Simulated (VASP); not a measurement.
# LiSc12 (a cell with a defect) in VASP: further runs

The runs below take LiSc12 (a cell with a defect) through single point, with PBE+D3(BJ).

All numbers are computed with VASP 6.6.1; they aren't measurements. Logs are shortened: lines on timing, memory, paths and dates and some standing lists are left out, and cuts for length are marked.

### Step 1. The cell of the first run

The cell holds a defect, 13 atoms: a = 6.620 Å, b = 9.930 Å, c = 5.276 Å, α = 90.00°, β = 90.00°, γ = 120.00°.

### Step 2. Single point, PBE+D3(BJ)

INCAR reads:

```
PREC = Accurate
ENCUT = 520
EDIFF = 1E-6
ISMEAR = -1
SIGMA = 0.05
LREAL = F
LASPH = T
NELM = 100
ALGO = Normal
ISIF = 2
LWAVE = F
LCHARG = T
GGA = PE
IVDW = 12
LELF = T
LVHAR = T
NBANDS = 80
```

KPOINTS reads:

```
Automatic mesh
0
Gamma
  2 1 2
```

POSCAR reads:

```
LiSc12
1.0
    6.6200000000      0.0000000000      0.0000000000
   -4.9650000000      8.5996320000      0.0000000000
    0.0000000000      0.0000000000      5.2761400000
Sc Li
12 1
Direct
    0.0253909886      0.0261406535      0.0323342444
    0.1667238688      0.2095089650      0.5418355085
    0.0413559613      0.3443054307      0.0250182899
    0.2250167313      0.6069910899      0.5190157956
    0.0158381567      0.6644005232      0.0662795149
    0.1631003959      0.9133181513      0.4399049305
    0.4574290540     -0.0315246048     -0.0579400850
    0.6765370787      0.2194512509      0.4402271357
    0.4878336842      0.3405959697      0.0342295693
    0.6302475805      0.5225456159      0.5475972965
    0.4606159174      0.6523418677      0.0226491336
    0.6509449831      0.8673626965      0.3900578832
    0.8284606874      0.7710795067      0.8021015364
```

Potentials or basis: VASP PAW PBE potentials, release 64 (Sc_sv, Li_sv).

The run is started by

```
$ cat potpaw_PBE.64/Sc_sv/POTCAR potpaw_PBE.64/Li_sv/POTCAR > POTCAR
$ mpirun -np 1 vasp_std > vasp.out
```

OUTCAR:

```text
PREC = Accurate
   ENCUT = 520
   EDIFF = 1E-6
   ISMEAR = -1
   LREAL = F
   LASPH = T
   NELM = 100
   ISIF = 2
   GGA = PE
   IVDW = 12
 IVDW          = 12

 ion  position               nearest neighbor table
   1  0.025  0.026  0.032-  13 2.51   6 2.78  12 2.88   2 3.03   9 3.09   3 3.11   2 3.12   7 3.22

   2  0.167  0.210  0.542-   6 2.98   1 3.03  10 3.09   1 3.12   3 3.18   9 3.19   9 3.26   3 3.32
                             8 3.34   8 3.37
   3  0.041  0.344  0.025-  11 2.93   9 2.97   8 3.03   1 3.11   2 3.18   5 3.27   2 3.32
   4  0.225  0.607  0.519-  12 2.79   5 2.96  11 2.97  11 3.00  10 3.19   6 3.29   5 3.37
   5  0.016  0.664  0.066-  13 2.43   6 2.92   4 2.96  11 3.01   7 3.04   3 3.27   9 3.37  10 3.37
                             4 3.37
   6  0.163  0.913  0.440-  13 2.72   1 2.78   5 2.92   2 2.98   7 3.15   7 3.17  12 3.20   8 3.23
                             4 3.29
   7  0.457  0.968  0.942-   5 3.04  12 3.09   6 3.15   6 3.17  11 3.18   1 3.22   8 3.41   8 3.42
[... 7 lines left out ...]
  11  0.461  0.652  0.023-  13 2.41  12 2.69   3 2.93   4 2.97   4 3.00   5 3.01   7 3.18   9 3.19
                            10 3.26
  12  0.651  0.867  0.390-  11 2.69   4 2.79  13 2.85   1 2.88   7 3.09   6 3.20   8 3.42
  13  0.828  0.771  0.802-  11 2.41   5 2.43   1 2.51  10 2.53   6 2.72  12 2.85

  LATTYP: Found a simple monoclinic cell.
 ALAT       =     6.6200000000
 B/A-ratio  =     0.7970000000
 C/A-ratio  =     1.3228756170
 COS(beta)  =    -0.1889822420

  Lattice vectors:

 A1 = (   6.6200000000,   0.0000000000,   0.0000000000)
 A2 = (   0.0000000000,   0.0000000000,   5.2761400000)
 A3 = (  -1.6550000000,  -8.5996320000,   0.0000000000)

Analysis of symmetry for initial positions (statically):
=====================================================================
 Subroutine PRICEL returns:
 Original cell was already a primitive cell.

 Routine SETGRP: Setting up the symmetry group for a
 simple monoclinic supercell.

 Subroutine GETGRP returns: Found  1 space group operations
 (whereof  1 operations were pure point group operations)
 out of a pool of  4 trial point group operations.

The static configuration has the point symmetry C_1 .

Analysis of symmetry for dynamics (positions and initial velocities):
=====================================================================
 Subroutine PRICEL returns:
 Original cell was already a primitive cell.

 Routine SETGRP: Setting up the symmetry group for a
 simple monoclinic supercell.
[... 119 lines left out ...]
   EMIN   =  10.00;   EMAX   =-10.00  energy-range for DOS
   EFERMI =   0.00;   METHOD = LEGACY
   ISMEAR =    -1;   SIGMA  =   0.05  broadening in eV -4-tet -1-fermi 0-gaus
   EFERMI_NEDOS =   21; number of points for ismear=-14 and -15
   IALGO  =     38    algorithm
   IMIX   =      4    mixing-type and parameters
     AMIX     =   0.40;   BMIX     =  1.00
     AMIX_MAG =   1.60;   BMIX_MAG =  1.00
  volume/ion in A,a.u.               =      23.11       155.92
  Fermi-wavevector in a.u.,A,eV,Ry     =   1.254011  2.369737 21.395756  1.572544
  Thomas-Fermi vector in A             =   2.387836
   LORBIT       =      0    0 simple, 1 ext, 2 COOP (PROOUT), +10 PAW based schemes
   GGA     = PE    functional components
   LHFCALC =     F    Hartree Fock is set to
   AEXX    =    0.0000 exact exchange contribution
   IVDW    =    12    specifies the selected vdW correction
   LEPSILON=     F    determine dielectric tensor
   LRPA    =     F    only Hartree local field effects (RPA)
 non-spin polarized calculation
  energy-cutoff  :      520.00
  volume of cell :      300.37
 maximum number of plane-waves:      8104
 NGX is ok and might be reduce to    50
   NGX = 25   NGY = 37   NGZ = 19

 number of electron     135.0000004 magnetization

 Free energy of the ion-electron system (eV)
  ---------------------------------------------------
  ext. energy  EPLUGINS =         0.00000000
  ---------------------------------------------------
  free energy    TOTEN  =       -72.99100141 eV

  energy without entropy =      -72.80189280  energy(sigma->0) =      -72.89644711

 E-fermi :   3.7435     XC(G=0):  -9.8729

 val. band max:        3.7358832599   @ k =   0.0000   0.0000   0.5000
 cond. band min:       3.7460115399   @ k =   0.5000   0.0000   0.0000
 fundamental gap:      0.0101282800
 Fermi energy:         3.7435282666

 k-point     1 :       0.0000    0.0000    0.0000
  band No.  band energies     occupation
      1     -45.9182      2.00000
      2     -45.6798      2.00000
      3     -45.6294      2.00000
      4     -45.6087      2.00000
      5     -45.5506      2.00000
      6     -45.4968      2.00000
[... 317 lines left out ...]
     78       4.6602      0.00000
     79       4.7437      0.00000
 [bands above 79 left out]

------------------------ aborting loop because EDIFF is reached ----------------------------------------

 Edisp (eV)   -5.06230

 E8    (eV) :    -2.4419

  FORCE on cell =-STRESS in cart. coord.  units (eV):
  Direction    XX          YY          ZZ          XY          YZ          ZX
  --------------------------------------------------------------------------------------
  -------------------------------------------------------------------------------------
  Total       0.59326     3.89122     0.92043     1.16423    -0.99949     1.24809
  in kB       3.16448    20.75595     4.90959     6.21003    -5.33133     6.65737
  external pressure =        9.61 kB  Pullay stress =        0.00 kB

 VOLUME and BASIS-vectors are now :
 -----------------------------------------------------------------------------
  energy-cutoff  :      520.00
  volume of cell :      300.37
      direct lattice vectors                 reciprocal lattice vectors
     6.620000000  0.000000000  0.000000000     0.151057402  0.087213034  0.000000000
    -4.965000000  8.599632000  0.000000000     0.000000000  0.116284046  0.000000000
     0.000000000  0.000000000  5.276140000     0.000000000  0.000000000  0.189532499

 POSITION                                       TOTAL-FORCE (eV/Angst)
 -----------------------------------------------------------------------------------
      0.03830      0.22480      0.17060        -0.379181      0.679357     -0.600772
      0.06350      1.80170      2.85880        -0.173241      0.441025     -0.247901
     -1.43570      2.96090      0.13200        -1.175391      0.073325     -0.389907
     -1.52410      5.21990      2.73840        -0.718044     -1.542126      0.909622
     -3.19390      5.71360      0.34970        -0.238345     -1.071756     -0.048511
     -3.45490      7.85420      2.32100         1.067237     -0.344198      0.571315
     -1.78030      8.32853      4.97044         0.457136      0.864995     -0.788766
      3.38910      1.88720      2.32270        -0.120457     -0.316363      0.889086
      1.53840      2.92900      0.18060         0.718193     -0.290007     -0.130434
      1.57780      4.49370      2.88920         0.219563      0.114950     -0.956165
     -0.18960      5.60990      0.11950         0.342223     -0.666757     -0.167778
      0.00280      7.45900      2.05800         0.133532      1.523709      1.198529
      1.65600      6.63100      4.23200        -0.133225      0.533848     -0.238318
 -----------------------------------------------------------------------------------
    total drift:                                0.001054     -0.000171      0.000005

  FREE ENERGIE OF THE ION-ELECTRON SYSTEM (eV)
  ---------------------------------------------------
  free  energy   TOTEN  =       -78.0533005019 eV

  energy  without entropy=      -77.8641918830  energy(sigma->0) =      -77.95874619
```

It took 4.1 min on 1 thread of Oxide Virtual Turin-like, shared host; peak memory 0.36 GiB.

Results:

```
Free energy                : -78.0533 eV
Largest force              : 1.943 eV/Å
Band gap on the k mesh     : zero (an odd number of electrons rules out a gap without spin polarisation)
Dispersion energy per atom : -0.389 eV
```

Forces in eV/Å, atoms in the order of the input:
```
Sc  -0.379  0.679 -0.601
Sc  -0.173  0.441 -0.248
Sc  -1.175  0.073 -0.390
Sc  -0.718 -1.542  0.910
Sc  -0.238 -1.072 -0.049
Sc   1.067 -0.344  0.571
Sc   0.457  0.865 -0.789
Sc  -0.120 -0.316  0.889
Sc   0.718 -0.290 -0.130
Sc   0.220  0.115 -0.956
Sc   0.342 -0.667 -0.168
Sc   0.134  1.524  1.199
Li  -0.133  0.534 -0.238
```

Levels at points of the mesh, in eV from the Fermi level:
```
           k point  band 65  band 66  band 67  band 68  band 69  band 70
(0.00, 0.00, 0.00)    -0.37    -0.28    -0.21    -0.20    -0.04     0.08
(0.50, 0.00, 0.00)    -0.36    -0.29    -0.17    -0.12     0.00     0.05
(0.00, 0.00, 0.50)    -0.16    -0.01     0.07     0.11     0.18     0.28
(0.50, 0.00, 0.50)    -0.14    -0.07    -0.01     0.05     0.09     0.22
```

Caveat: the k points lie up to 0.66 Å⁻¹ apart, too coarse for converged energies and pressures of a metal; the cutoff is under 1.25 times the usual one of these potentials, so pressure, stress and relaxed cells hold a basis-set (Pulay) error.

### Step 3. Single point, PBE+D3(BJ)

INCAR reads:

```
PREC = Accurate
ENCUT = 520
EDIFF = 1E-6
ISMEAR = -1
SIGMA = 0.05
LREAL = False
LASPH = True
NELM = 80
ALGO = Normal
ISIF = 2
LWAVE = False
LCHARG = False
GGA = PE
IVDW = 12
NBANDS = 80
```

KPOINTS is that of step 2.

POSCAR reads:

```
LiSc12
1.0
    6.6200000000      0.0000000000      0.0000000000
   -4.9650000000      8.5996320000      0.0000000000
    0.0000000000      0.0000000000      5.2761400000
Sc Li
12 1
Direct
    0.0423762771      0.0586769294      0.0412801783
    0.1673762230      0.2135207646      0.5583627425
    0.0222011580      0.3534686135      0.0111634642
    0.1874800686      0.5838505648      0.5330412006
   -0.0103739524      0.6431670565      0.0725719939
    0.1735353973      0.9067481027      0.4550485772
    0.4757205089     -0.0207915874     -0.1028403340
    0.6678508611      0.2050901713      0.4534944107
    0.5080370573      0.3364562577      0.0580158980
    0.6327611287      0.5323018473      0.5321503978
    0.4534569103      0.6334108250     -0.0077897857
    0.6738985212      0.8784910796      0.3963124557
    0.8720426649      0.8425825663      0.8045465056
```

Potentials or basis: VASP PAW PBE potentials, release 64 (Sc_sv, Li_sv).

The run is started by

```
$ cat potpaw_PBE.64/Sc_sv/POTCAR potpaw_PBE.64/Li_sv/POTCAR > POTCAR
$ mpirun -np 1 vasp_std > vasp.out
```

Run time: 4.9 min. Hardware: 1 thread of Oxide Virtual Turin-like, shared host; peak memory 0.35 GiB.

The run converged. Its results:

```
Free energy                : -78.8473 eV
Largest force              : 1.076 eV/Å
Band gap on the k mesh     : zero (an odd number of electrons rules out a gap without spin polarisation)
Dispersion energy per atom : -0.389 eV
```

Forces in eV/Å, atoms in the order of the input:
```
Sc  -0.008  0.665  0.460
Sc  -0.022  0.268 -0.519
Sc  -0.562 -0.838  0.128
Sc  -0.250 -0.659 -0.157
Sc  -0.489  0.535 -0.750
Sc   0.684 -0.055 -0.748
Sc   0.420  0.010  0.980
Sc   0.093  0.446  0.516
Sc   0.037 -0.285 -0.903
Sc   0.485  0.154  0.046
Sc   0.402  0.713  0.641
Sc  -0.723  0.109  0.158
Li  -0.066 -1.064  0.148
```

Levels at points of the mesh, in eV from the Fermi level:
```
           k point  band 63  band 64  band 65  band 66  band 67  band 68  band 69  band 70  band 71  band 72
(0.00, 0.00, 0.00)    -0.55    -0.42    -0.32    -0.28    -0.22    -0.17    -0.15     0.10     0.22     0.45
(0.50, 0.00, 0.00)    -0.47    -0.39    -0.37    -0.23    -0.17    -0.09    -0.02     0.02     0.29     0.40
(0.00, 0.00, 0.50)    -0.29    -0.20    -0.15    -0.05     0.06     0.09     0.19     0.28     0.41     0.49
(0.50, 0.00, 0.50)    -0.27    -0.21    -0.13    -0.01     0.03     0.06     0.16     0.23     0.25     0.37
```

Caveat: the k points lie up to 0.66 Å⁻¹ apart, too coarse for converged energies and pressures of a metal; the cutoff is under 1.25 times the usual one of these potentials, so pressure, stress and relaxed cells hold a basis-set (Pulay) error.

### Step 4. Single point, PBE+D3(BJ)

INCAR reads:

```
PREC     = Accurate       # precision mode
ENCUT    = 520            # plane-wave cutoff, eV
EDIFF    = 1E-7           # SCF threshold, eV
ISMEAR   = -1             # smearing method
SIGMA    = 0.05           # smearing width, eV
LREAL    = False          # projectors in reciprocal space
LASPH    = True           # aspherical terms in the spheres
NELM     = 60             # most SCF steps
ALGO     = Normal         # electronic algorithm
ISIF     = 2              # what is computed and relaxed
LWAVE    = False          # write WAVECAR
LCHARG   = False          # write CHGCAR
GGA      = PE             # functional
IVDW     = 12             # dispersion correction
NBANDS   = 80             # bands
```

KPOINTS reads:

```
regular mesh
0
Gamma
  2 1 2
```

POSCAR reads:

```
LiSc12
1.0
    6.6200000000      0.0000000000      0.0000000000
   -4.9650000000      8.5996320000      0.0000000000
    0.0000000000      0.0000000000      5.2761400000
Sc Li
12 1
Direct
    0.0642871130      0.1025741567      0.0588687942
    0.1771944215      0.2314052508      0.5462516158
   -0.0435006424      0.3357352966      0.0036390240
    0.1153831431      0.5323134757      0.5414185370
   -0.0418508278      0.6368877180      0.0369398841
    0.2125304996      0.8956197195      0.4351476648
    0.5193403774     -0.0066398190     -0.0887391161
    0.6721467845      0.2083810098      0.5011239277
    0.5247667570      0.3251069348      0.0234262169
    0.6543632661      0.5360694504      0.5040616815
    0.4628790452      0.6306665215      0.0070695622
    0.6765740986      0.9017362603      0.4255383671
    0.8735578934      0.8069996484      0.8439503122
```

The run is started by

```
$ cat potpaw_PBE.64/Sc_sv/POTCAR potpaw_PBE.64/Li_sv/POTCAR > POTCAR
$ mpirun -np 1 vasp_std > vasp.out
```

Wall time 3.8 min (1 thread of Oxide Virtual Turin-like, shared host); peak memory 0.35 GiB.

It converged, with:

| Item | Value |
| --- | --- |
| Free energy | -78.4824 eV |
| Largest force | 1.895 eV/Å |
| Band gap on the k mesh | zero (an odd number of electrons rules out a gap without spin polarisation) |
| Dispersion energy per atom | -0.390 eV |

Forces on the atoms (eV/Å):
```
Sc   0.164 -1.839 -0.425
Sc   0.179 -0.016  0.313
Sc   0.945  0.251  0.397
Sc   0.502  0.940 -0.623
Sc   1.465 -0.126  0.231
Sc  -0.822 -0.013 -0.100
Sc  -0.373 -0.452  0.704
Sc  -0.293  0.172 -0.424
Sc  -0.701  0.525 -0.382
Sc  -0.309  0.142  0.264
Sc  -1.169 -0.356  0.255
Sc   0.728 -0.698  0.165
Li  -0.316  1.469 -0.376
```

Levels at points of the mesh, in eV from the Fermi level:
```
           k point  band 63  band 64  band 65  band 66  band 67  band 68  band 69  band 70  band 71  band 72
(0.00, 0.00, 0.00)    -0.50    -0.42    -0.33    -0.32    -0.25    -0.14    -0.08     0.08     0.30     0.37
(0.50, 0.00, 0.00)    -0.40    -0.34    -0.31    -0.28    -0.19    -0.10    -0.03     0.04     0.22     0.36
(0.00, 0.00, 0.50)    -0.35    -0.23    -0.19    -0.05     0.05     0.16     0.18     0.23     0.36     0.45
(0.50, 0.00, 0.50)    -0.31    -0.25    -0.10    -0.07     0.03     0.07     0.19     0.23     0.34     0.41
```

Caveat: the k points lie up to 0.66 Å⁻¹ apart, too coarse for converged energies and pressures of a metal; the cutoff is under 1.25 times the usual one of these potentials, so pressure, stress and relaxed cells hold a basis-set (Pulay) error.

### Step 5. Overview

```tsv
cell	gap on the mesh (eV)	largest force (eV/Å)
as given, atomic positions A	none	1.94
as given, atomic positions B	none	1.08
as given, atomic positions C	none	1.89
```

Alike in all rows: task single point; level PBE+D3(BJ); potentials or basis VASP PAW PBE potentials, release 64 (Sc_sv, Li_sv); no spin polarisation; k mesh 2 × 1 × 2; cutoff (eV) 520; smearing fermi-dirac 0.05 eV.

Caveats: all runs use coarse meshes; the cutoff is under 1.25 times the usual one of these potentials, so pressure, stress and relaxed cells hold a basis-set (Pulay) error.

Total energies depend on the potentials used, so only differences within one code and one set of settings carry meaning.

The gap in the log of VASP goes by the Fermi energy; the results here count the filled bands.